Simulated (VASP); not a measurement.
# CsBa3 (Fm-3m) in VASP: further runs

CsBa3 is run at these levels: BLYP, PBEsol; tasks: single point.

All numbers are computed with VASP 6.6.1; they aren't measurements. Logs are shortened: lines on timing, memory, paths and dates and some standing lists are left out, and cuts for length are marked.

## 1. The cell of the first run

The structure is cubic, space group Fm-3m (No. 225). Conventional cell: a = 10.443 Å, b = 10.443 Å, c = 10.443 Å, α = 90.00°, β = 90.00°, γ = 90.00°.

## 2. Single point, BLYP

INCAR

```
  PREC = Accurate
  ENCUT = 520
  EDIFF = 1E-6
  ISMEAR = 1
  SIGMA = 0.1
  LREAL = F
  LASPH = T
  NELM = 60
  ALGO = Normal
  ISIF = 2
  LWAVE = F
  LCHARG = F
  GGA = B5
  ALDAX = 1.0
  AGGAX = 1.0
  AGGAC = 1.0
  ALDAC = 0.0
  NBANDS = 28
```

KPOINTS

```
Automatic mesh
0
Gamma
  4 4 4
```

POSCAR

```
CsBa3
1.0
    0.0000000000      5.2212840000      5.2212840000
    5.2212840000      0.0000000000      5.2212840000
    5.2212840000      5.2212840000      0.0000000000
Cs Ba
1 3
Direct
    0.0000000000      0.0000000000      0.0000000000
    0.2500000000      0.2500000000      0.2500000000
    0.7500000000      0.7500000000      0.7500000000
    0.5000000000      0.5000000000      0.5000000000
```

Potentials or basis: VASP PAW PBE potentials, release 64 (Cs_sv, Ba_sv).

Launch:

```console
cat potpaw_PBE.64/Cs_sv/POTCAR potpaw_PBE.64/Ba_sv/POTCAR > POTCAR
mpirun -np 1 vasp_std > vasp.out
```

OUTCAR:

```text
PREC = Accurate
   ENCUT = 520
   EDIFF = 1E-6
   ISMEAR = 1
   LREAL = F
   LASPH = T
   NELM = 60
   ISIF = 2
   GGA = B5

 ion  position               nearest neighbor table
   1  0.000  0.000  0.000-
   2  0.250  0.250  0.250-   4 4.52   4 4.52   4 4.52   4 4.52
   3  0.750  0.750  0.750-   4 4.52   4 4.52   4 4.52   4 4.52
   4  0.500  0.500  0.500-   2 4.52   2 4.52   2 4.52   3 4.52   3 4.52   3 4.52   3 4.52   2 4.52

  LATTYP: Found a face centered cubic cell.
 ALAT       =    10.4425680000

  Lattice vectors:

 A1 = (   0.0000000000,   5.2212840000,   5.2212840000)
 A2 = (   5.2212840000,   0.0000000000,   5.2212840000)
 A3 = (   5.2212840000,   5.2212840000,   0.0000000000)

Analysis of symmetry for initial positions (statically):
=====================================================================
 Subroutine PRICEL returns:
 Original cell was already a primitive cell.

 Routine SETGRP: Setting up the symmetry group for a
 face centered cubic supercell.

 Subroutine GETGRP returns: Found 48 space group operations
 (whereof 48 operations were pure point group operations)
 out of a pool of 48 trial point group operations.

The static configuration has the point symmetry O_h .

Analysis of symmetry for dynamics (positions and initial velocities):
=====================================================================
 Subroutine PRICEL returns:
 Original cell was already a primitive cell.

 Routine SETGRP: Setting up the symmetry group for a
 face centered cubic supercell.

 Subroutine GETGRP returns: Found 48 space group operations
 (whereof 48 operations were pure point group operations)
 out of a pool of 48 trial point group operations.

The dynamic configuration has the point symmetry O_h .

 Subroutine INISYM returns: Found 48 space group operations
 (whereof 48 operations are pure point group operations),
 and found     1 'primitive' translations

----------------------------------------------------------------------------------------

                                     Primitive cell

  volume of cell :     284.6833

  direct lattice vectors                    reciprocal lattice vectors
     0.000000000  5.221284000  5.221284000    -0.095761885  0.095761885  0.095761885
     5.221284000  0.000000000  5.221284000     0.095761885 -0.095761885  0.095761885
[... 71 lines left out ...]
   NELM   =     60;   NELMIN=  2; NELMDL= -5     # of ELM steps
   EDIFF  = 0.1E-05   stopping-criterion for ELM
   LREAL  =      F    real-space projection
   EDIFFG = 0.1E-04   stopping-criterion for IOM
   NSW    =      0    number of steps for IOM
   IBRION =     -1    ionic relax: 0-MD 1-quasi-New 2-CG
   NFREE  =      0    steps in history (QN), initial steepest desc. (CG)
   ISIF   =      2    stress and relaxation
   ISYM   =      2    0-nonsym 1-usesym 2-fastsym
   POTIM  = 0.5000    time-step for ionic-motion
   TEBEG  =    0.0;   TEEND  =   0.0 temperature during run
   PSTRESS=    0.0 pullay stress
   NELECT =      39.0000    total number of electrons
   NUPDOWN=      -1.0000    fix difference up-down
   EMIN   =  10.00;   EMAX   =-10.00  energy-range for DOS
   EFERMI =   0.00;   METHOD = LEGACY
   ISMEAR =     1;   SIGMA  =   0.10  broadening in eV -4-tet -1-fermi 0-gaus
   EFERMI_NEDOS =   21; number of points for ismear=-14 and -15
   IALGO  =     38    algorithm
   IMIX   =      4    mixing-type and parameters
     AMIX     =   0.40;   BMIX     =  1.00
     AMIX_MAG =   1.60;   BMIX_MAG =  1.00
  volume/ion in A,a.u.               =      71.17       480.28
  Fermi-wavevector in a.u.,A,eV,Ry     =   0.843935  1.594806  9.690429  0.712226
  Thomas-Fermi vector in A             =   1.958883
   LORBIT       =      0    0 simple, 1 ext, 2 COOP (PROOUT), +10 PAW based schemes
   GGA     = B5    functional components
   LHFCALC =     F    Hartree Fock is set to
   AEXX    =    0.0000 exact exchange contribution
   IVDW    =     0    specifies the selected vdW correction
   LEPSILON=     F    determine dielectric tensor
   LRPA    =     F    only Hartree local field effects (RPA)
 non-spin polarized calculation
 Methfessel and Paxton  Order N= 1 SIGMA  =   0.10
  energy-cutoff  :      520.00
  volume of cell :      284.68
 maximum number of plane-waves:      7727
 NGX is ok and might be reduce to    56
   NGX = 27   NGY = 27   NGZ = 27

 number of electron      39.0000000 magnetization

 Free energy of the ion-electron system (eV)
  ---------------------------------------------------
  ext. energy  EPLUGINS =         0.00000000
  ---------------------------------------------------
  free energy    TOTEN  =        -3.63857041 eV

  energy without entropy =       -3.62202935  energy(sigma->0) =       -3.63305672

 E-fermi :   1.7995     XC(G=0):  -6.5040

 val. band max:        1.7776477687   @ k =   0.2500   0.2500   0.0000
 cond. band min:       1.7999845176   @ k =   0.2500   0.2500   0.0000
 fundamental gap:      0.0223367488
 Fermi energy:         1.7994817459

 k-point     1 :       0.0000    0.0000    0.0000
  band No.  band energies     occupation
      1     -27.4729      2.00000
      2     -27.4667      2.00000
      3     -27.3266      2.00000
      4     -21.2164      2.00000
      5     -12.7052      2.00000
      6     -12.7052      2.00000
[... 237 lines left out ...]
     27       2.9525     -0.00000
     28       3.3308     -0.00000

------------------------ aborting loop because EDIFF is reached ----------------------------------------

  FORCE on cell =-STRESS in cart. coord.  units (eV):
  Direction    XX          YY          ZZ          XY          YZ          ZX
  --------------------------------------------------------------------------------------
  -------------------------------------------------------------------------------------
  Total        0.6295719      0.6295719      0.6295719      0.0000000      0.0000000      0.0000000
  in kB        3.5431861      3.5431861      3.5431861      0.0000000      0.0000000      0.0000000
  external PRESSURE =       3.5431861 kB  Pullay stress =       0.0000000 kB

 VOLUME and BASIS-vectors are now :
 -----------------------------------------------------------------------------
  energy-cutoff  :      520.00
  volume of cell :      284.68
      direct lattice vectors                 reciprocal lattice vectors
     0.000000000  5.221284000  5.221284000    -0.095761885  0.095761885  0.095761885
     5.221284000  0.000000000  5.221284000     0.095761885 -0.095761885  0.095761885
     5.221284000  5.221284000  0.000000000     0.095761885  0.095761885 -0.095761885

 POSITION                                       TOTAL-FORCE (eV/Angst)
 -----------------------------------------------------------------------------------
      0.00000      0.00000      0.00000         0.000000      0.000000      0.000000
      2.61064      2.61064      2.61064         0.000000      0.000000      0.000000
      7.83193      7.83193      7.83193        -0.000000     -0.000000     -0.000000
      5.22128      5.22128      5.22128         0.000000      0.000000      0.000000
 -----------------------------------------------------------------------------------
    total drift:                               -0.000000      0.000000      0.000000

  FREE ENERGIE OF THE ION-ELECTRON SYSTEM (eV)
  ---------------------------------------------------
  free  energy   TOTEN  =        -3.6385704100 eV

  energy  without entropy=       -3.6220293453  energy(sigma->0) =       -3.63305672
```

Wall time 2.7 min (1 thread of Intel Xeon 8259CL, shared host); peak memory 0.43 GiB.

What came out:

```yaml
Free_energy: -3.6386 eV
Pressure: 0.4 GPa
Band_gap_on_the_k_mesh: zero (an odd number of electrons rules out a gap without spin polarisation)
```

Levels at points of the mesh, in eV from the Fermi level:
```tsv
k point	band 17	band 18	band 19	band 20	band 21	band 22
(0.00, 0.00, 0.00)	-2.42	-0.28	-0.28	0.62	0.62	0.62
(0.50, 0.00, 0.00)	-1.20	-0.93	0.35	0.35	0.35	0.48
(0.50, 0.50, 0.00)	-0.81	-0.77	-0.73	-0.37	0.62	0.71
```

Caveat: the PAW data sets were made with another functional, which shifts forces and pressure a little; spin-orbit coupling is left out, which moves the levels of the heavy elements.

## 3. Single point, PBEsol

INCAR

```
PREC     = Accurate       # precision mode
ENCUT    = 520            # plane-wave cutoff, eV
EDIFF    = 1E-7           # SCF threshold, eV
ISMEAR   = 1              # smearing method
SIGMA    = 0.1            # smearing width, eV
LREAL    = False          # projectors in reciprocal space
LASPH    = True           # aspherical terms in the spheres
NELM     = 60             # most SCF steps
ALGO     = Normal         # electronic algorithm
ISIF     = 2              # what is computed and relaxed
LWAVE    = False          # write WAVECAR
LCHARG   = False          # write CHGCAR
GGA      = PS             # functional
NBANDS   = 28             # bands
```

KPOINTS

```
regular mesh
0
Gamma
  4 4 4
```

POSCAR is that of step 2.

Potentials or basis: VASP PAW PBE potentials, release 64 (Cs_sv, Ba_sv).

Launch:

```console
cat potpaw_PBE.64/Cs_sv/POTCAR potpaw_PBE.64/Ba_sv/POTCAR > POTCAR
mpirun -np 1 vasp_std > vasp.out
```

Run time: 1.9 min. Hardware: 1 thread of Intel Xeon 8259CL, shared host; peak memory 0.43 GiB.

It converged, with:

* Free energy: -6.7039 eV
* Pressure: -0.4 GPa
* Band gap on the k mesh: zero (an odd number of electrons rules out a gap without spin polarisation)

Levels at points of the mesh, in eV from the Fermi level:
```csv
k point,band 15,band 16,band 17,band 18,band 19,band 20,band 21,band 22,band 23,band 24
"(0.00, 0.00, 0.00)",-9.62,-9.62,-2.49,-0.24,-0.24,0.61,0.61,0.61,0.62,0.62
"(0.50, 0.00, 0.00)",-9.62,-9.62,-1.25,-1.01,0.37,0.37,0.39,0.47,0.47,0.81
"(0.50, 0.50, 0.00)",-9.61,-9.61,-0.86,-0.82,-0.72,-0.42,0.70,0.78,0.78,1.15
```

Caveat: the PAW data sets were made with another functional, which shifts forces and pressure a little; spin-orbit coupling is left out, which moves the levels of the heavy elements.

The gap in the log of VASP goes by the Fermi energy; the results here count the filled bands.